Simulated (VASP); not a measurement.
# Cd: electric field gradients with PBE

Crystal: Cd.

```
Cd
1.0
     2.99860    0.00000    0.00000
    -1.49930    2.59686    0.00000
     0.00000    0.00000    5.65485
Cd
2
Direct
  0.33333 0.66667 0.25000
  0.66667 0.33333 0.75000
```

```json
{
 "Program": "VASP 6.6.1",
 "Task": "electric field gradients",
 "Functional": "PBE",
 "Potentials or basis": "VASP PAW PBE potentials, release 64 (Cd)",
 "Cutoff": "520 eV",
 "k mesh": "14 × 14 × 7",
 "Occupations": "fermi-dirac, width 0.05 eV",
 "Spin": "no spin polarisation",
 "Dipole correction": "no",
 "Further INCAR settings": "ALGO = Normal; EDIFF = 1e-08; NBANDS = 19"
}
```

- Pressure: 2.2 GPa
- Band gap on the k mesh: zero (bands 12 and 13 overlap by 4.25 eV)
- Largest electric field gradient by atom: Cd +78.9 V/Å²

Stress tensor (GPa, compression positive):
```
2.53 0.00 0.00
0.00 2.53 0.00
0.00 0.00 1.42
```

Levels at points of the mesh, in eV from the Fermi level:
```csv
k point,band 9,band 10,band 11,band 12,band 13,band 14,band 15,band 16
"(0.00, 0.00, 0.00)",-8.75,-8.51,-8.51,-3.08,-2.99,10.41,14.34,14.63
"(0.50, 0.00, 0.00)",-8.25,-8.23,-2.32,-1.87,1.91,2.98,3.04,5.16
```

Electric field gradients, principal values (V/Å²):
| atom | least | middle | greatest (by size) |
| --- | --- | --- | --- |
| 1 Cd | -39.437 | -39.439 | 78.875 |
| 2 Cd | -39.437 | -39.439 | 78.875 |

Wall time 90 s on 1 thread of Intel Xeon 8259CL (shared host), peak memory 0.21 GiB.

Caveat: without QUAD_EFG the Cq values of the log hold for a quadrupole moment of 1 mb, not for the nuclei.
